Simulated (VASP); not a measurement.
Crystal: Dy3Br.

```xyz
4
Lattice="5.1349 0.0000 0.0000 -2.5675 4.4470 0.0000 0.0000 0.0000 4.7544" Properties=species:S:1:pos:R:3 pbc="T T T"
Dy    0.0000    2.9646    0.0000
Dy    2.5675    1.4823    0.0000
Dy    0.0000    0.0000    2.3772
Br    0.0000    0.0000    0.0000
```

The cell was generated, and may not be a known phase.

* Program: VASP 6.6.1
* Task: relaxation of cell and atoms
* Functional: PBE
* Potentials or basis: VASP PAW PBE potentials, release 64 (Dy_3, Br), 4f in core
* Cutoff: 500 eV
* k mesh: 6 × 6 × 4
* Occupations: gaussian, width 0.1 eV
* Spin: no spin polarisation

At the start: pressure 13.7 GPa; volume 27.14 Å³/atom.

Task: Where does the relaxation end?

Result: Over 6 steps the energy falls by 256.3 meV/atom and the volume is 33.05 Å³/atom (+21.8 %); space group P6/mmm (No. 191, to 0.1 Å) before and after.

The path:
| step | energy change (eV) | largest force (eV/Å) | pressure (GPa) | volume (Å³) |
| --- | --- | --- | --- | --- |
| 1 | 0.0000 | 0.0000 | 13.69 | 108.57 |
| 2 | -0.5563 | 0.0000 | -3.06 | 147.99 |
| 3 | -0.9960 | 0.0000 | 0.68 | 127.85 |
| 4 | -0.9962 | 0.0000 | 0.83 | 127.45 |
| 5 | -1.0222 | 0.0000 | 0.17 | 130.61 |
| 6 | -1.0251 | 0.0000 | -0.08 | 132.21 |

Final structure:
```xyz
4
Lattice="5.3853 0.0000 0.0000 -2.6927 4.6638 0.0000 0.0000 0.0000 5.2638" Properties=species:S:1:pos:R:3 pbc="T T T"
Dy    0.0000    3.1092    0.0000
Dy    2.6927    1.5546    0.0000
Dy    0.0000    0.0000    2.6319
Br    0.0000    0.0000    0.0000
```

Caveat: the volume moved by over 15 % at a fixed basis, so the end points are rough; the run has no spin polarisation, though such a crystal can be magnetic.
